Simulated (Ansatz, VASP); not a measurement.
# Two plane-wave programs on BN

```xyz
2
Lattice="0.0000 1.7907 1.7907 1.7907 0.0000 1.7907 1.7907 1.7907 0.0000" Properties=species:S:1:pos:R:3 pbc="T T T"
B     0.0000    0.0000    0.0000
N     2.6861    2.6861    2.6861
```

Alike in both runs: task single point; functional PBEsol; k mesh 12 × 12 × 12; no spin polarisation.

|  | VASP | Ansatz |
| --- | --- | --- |
| version | VASP 6.6.1 | Ansatz 0.2.0 |
| potentials or method | VASP PAW PBE potentials, release 64 (B, N), cutoff 520 eV | scalar-relativistic, plane waves, PAW |
| occupations | gaussian, width 0.01 eV | fixed |
| valence electrons in the cell | 8 | 8 |

```csv
,VASP,Ansatz,Ansatz less VASP
gap on the k mesh at the Fermi level (eV),4.31,4.32,+0.011
least direct gap on the mesh (eV),8.89,8.90,+0.007
pressure (GPa),8.8,8.1,-0.70
```

VASP's potentials were made for PBE, not for PBEsol.
